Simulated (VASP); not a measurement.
# AlN: single point with PBE

The system is AlN.

```
Al N
1.0
     0.00000    4.42888    4.42888
     4.42888    0.00000    4.42888
     4.42888    4.42888    0.00000
Al N
8 8
Direct
  0.97704 0.01718 0.01786
  0.00784 0.99028 0.50540
  0.01139 0.49954 0.99368
  0.99861 0.48958 0.51388
  0.51838 0.97220 0.99508
  0.48523 0.99337 0.51301
  0.49144 0.50358 0.98760
  0.51521 0.49138 0.49078
  0.14505 0.12741 0.11395
  0.12271 0.12428 0.63567
  0.10585 0.64772 0.11217
  0.13264 0.62118 0.60390
  0.60665 0.12665 0.14586
  0.64166 0.09374 0.62853
  0.64678 0.58932 0.12313
  0.61649 0.62971 0.62153
```

```json
{
 "Program": "VASP 6.6.1",
 "Task": "single point",
 "Functional": "PBE",
 "Potentials or basis": "VASP PAW PBE potentials, release 64 (Al, N)",
 "Cutoff": "520 eV",
 "k mesh": "4 × 4 × 4",
 "Occupations": "fermi-dirac, width 0.052 eV",
 "Spin": "no spin polarisation"
}
```

```
Pressure               : -2.7 GPa
Largest force          : 1.982 eV/Å
Band gap on the k mesh : 3.01 eV
```

Forces on the atoms (eV/Å):
```
Al  -0.804  0.390  0.243
Al  -0.541 -0.469  0.664
Al  -0.785 -0.128 -0.078
Al  -0.676 -1.766  0.594
Al   1.304  0.252  0.072
Al  -0.065  0.143  1.094
Al   0.822  0.774 -0.934
Al  -0.315 -0.052 -1.165
N    0.233  0.236 -1.045
N    0.220 -0.603 -0.873
N   -0.030  1.679 -0.069
N    0.812  1.620  0.473
N   -1.197 -0.886  0.299
N    1.009 -0.662  0.742
N    0.949 -1.212  0.417
N   -0.936  0.684 -0.433
```

Stress tensor (GPa, compression positive):
```
-3.29 -0.11  0.56
-0.11 -2.90  0.72
 0.56  0.72 -2.04
```

Levels at points of the mesh, in eV from the valence-band top:
```csv
k point,band 28,band 29,band 30,band 31,band 32,band 33,band 34,band 35,band 36,band 37
"(0.00, 0.00, 0.00)",-0.51,-0.48,-0.14,-0.03,0.00,3.01,3.15,3.35,3.60,6.63
"(0.50, 0.00, 0.00)",-1.06,-0.56,-0.40,-0.29,-0.11,5.25,5.36,5.41,5.51,5.59
"(0.00, 0.50, 0.00)",-1.14,-0.48,-0.42,-0.29,-0.19,5.32,5.45,5.46,5.56,5.67
"(0.00, 0.00, 0.50)",-1.07,-0.62,-0.50,-0.29,-0.19,5.29,5.43,5.47,5.53,5.66
"(0.50, 0.50, 0.50)",-1.20,-0.46,-0.39,-0.29,-0.22,5.27,5.41,5.48,5.50,5.65
"(0.50, 0.50, 0.00)",-0.97,-0.71,-0.62,-0.52,-0.43,5.37,5.54,5.59,5.85,7.14
"(0.00, 0.50, 0.50)",-0.98,-0.70,-0.60,-0.53,-0.48,5.43,5.51,5.76,5.81,7.12
"(0.50, 0.00, 0.50)",-0.98,-0.72,-0.61,-0.58,-0.46,5.37,5.51,5.77,5.81,7.12
```

Wall time 4.4 min on 1 thread of Intel(R) Xeon(R) 6975P-C (Granite Rapids) (shared host), peak memory 0.4 GiB.

Caveat: the atoms stand as in a frame of molecular dynamics; the structure was generated, so it needn't be the stable form of AlN; forces of over 1 eV/Å act on the atoms, so gaps and moduli don't describe the material at rest.
